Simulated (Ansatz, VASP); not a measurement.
**One calculation of TiWN2, two programs**

```
Ti W N
1.0
     2.86895    0.00000    0.00000
    -1.43447    2.48458    0.00000
     0.00000    0.00000    5.62296
Ti W N
1 1 2
Direct
  0.33333 0.66667 0.50000
  0.33333 0.66667 0.00000
  0.00000 0.00000 0.75823
  0.00000 0.00000 0.24177
```

Alike in both runs: functional PBE; k mesh 18 × 18 × 8; occupations gaussian, width 0.1 eV; no spin polarisation.

Ansatz relaxed the structure, and its values are those at the end. VASP's run is a single point on that final structure, the one shown.

|  | VASP | Ansatz |
| --- | --- | --- |
| version | VASP 6.6.1 | Ansatz 0.2.0 |
| potentials or method | VASP PAW PBE potentials, release 64 (Ti_sv, W_sv, N), cutoff 520 eV | scalar-relativistic, plane waves, PAW |
| valence electrons in the cell | 36 | 36 |

Ansatz gave:

```
gap on the k mesh at the Fermi level (eV) : none
pressure (GPa)                            : 0.0
rms of the force components (eV/Å)        : 0.000
```

Task: Which values does VASP return?

Result: gap on the k mesh at the Fermi level (eV): none; pressure (GPa): 1.1; rms of the force components (eV/Å): 0.025.

A gap of «none» marks a metal or a gap that the smearing closes.

Neither program's run includes spin-orbit coupling.
